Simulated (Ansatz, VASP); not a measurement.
## MgO: VASP beside Ansatz

```
CELL_PARAMETERS angstrom
0.00000 2.05782 2.05782
2.05782 0.00000 2.05782
2.05782 2.05782 0.00000
ATOMIC_POSITIONS crystal
Mg 0.00000 0.00000 0.00000
O 0.50000 0.50000 0.50000
```

Alike in both runs: task single point; functional HSE06; k mesh 6 × 6 × 6; occupations gaussian, width 0.02 eV; no spin polarisation.

|  | VASP | Ansatz |
| --- | --- | --- |
| version | VASP 6.6.1 | Ansatz 0.2.0 |
| potentials or method | VASP PAW PBE potentials, release 64 (Mg, O), cutoff 520 eV | scalar-relativistic, plane waves, PAW |
| valence electrons in the cell | 8 | 16 |

Ansatz gave:

* gap on the k mesh at the Fermi level (eV): 7.25
* least direct gap on the mesh (eV): 7.25
* pressure (GPa): 11.8

Estimate VASP's values.

gap on the k mesh at the Fermi level (eV): 7.21; least direct gap on the mesh (eV): 7.21; pressure (GPa): 11.6.

The functional is the same, so the differences come from potentials, cutoffs and numerics. VASP's potentials hold 8 valence electrons a cell and Ansatz's 16, so a difference there can come from the potentials and not from the codes. Ansatz's warnings: stress exchange threshold loose, stress scf threshold loose.

The k mesh is coarse, so the values compare programs but aren't converged.
